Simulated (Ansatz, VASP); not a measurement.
BAs: VASP beside Ansatz

The input INCAR:

```
ALGO     = Normal         # electronic algorithm
EDIFF    = 1E-6           # SCF threshold, eV
ENCUT    = 500            # plane-wave cutoff, eV
GGA      = PE             # functional
GGA_COMPAT= F            
ISIF     = 2              # what is computed and relaxed
ISMEAR   = 0              # smearing method
LASPH    = T              # aspherical terms in the spheres
LCHARG   = F              # write CHGCAR
LREAL    = F              # projectors in reciprocal space
LWAVE    = F              # write WAVECAR
NBANDS   = 11             # bands
NELM     = 120            # most SCF steps
PREC     = Accurate       # precision mode
SIGMA    = 0.1            # smearing width, eV
```

KPOINTS

```
k-points
0
Gamma
  6 6 6
```

Contents of POSCAR:

```
BAs
1.0
    0.0000000000      2.4871809209      2.4871809209
    2.4871809209      0.0000000000      2.4871809209
    2.4871809209      2.4871809209      0.0000000000
B As
1 1
Direct
    0.0000000000      0.0000000000      0.0000000000
    0.2500000000      0.2500000000      0.2500000000
```

Input for Ansatz:

```yaml
crystal:
  lattice:
    - [0.0, 2.4871809209, 2.4871809209]
    - [2.4871809209, 0.0, 2.4871809209]
    - [2.4871809209, 2.4871809209, 0.0]
  atoms:
    - { symbol: B, position: [0.0, 0.0, 0.0] }
    - { symbol: As, position: [0.25, 0.25, 0.25] }
basis:
  ecutwfc: 420
kpoints:
  mp_grid: { grid: [6, 6, 6] }
hamiltonian:
  xc: pbe
scf:
  occupations: { method: gaussian, width: 0.1 }
output:
  forces: true
  stress: true
  eigenvalues: true
```

Alike in both runs: task single point; functional PBE; k mesh 6 × 6 × 6; occupations gaussian, width 0.1 eV; no spin polarisation.

```csv
,VASP,Ansatz
version,VASP 6.6.1,Ansatz 0.2.0
potentials or method,"VASP PAW PBE potentials, release 64 (B, As), cutoff 500 eV","scalar-relativistic, plane waves, PAW"
valence electrons in the cell,8,18
```

```csv
,VASP,Ansatz,Ansatz less VASP
gap on the k mesh at the Fermi level (eV),1.37,1.37,+0.006
least direct gap on the mesh (eV),3.13,3.14,+0.004
pressure (GPa),-10.4,-10.8,-0.35
```

VASP's potentials hold 8 valence electrons a cell and Ansatz's 18, so a difference there can come from the potentials and not from the codes.
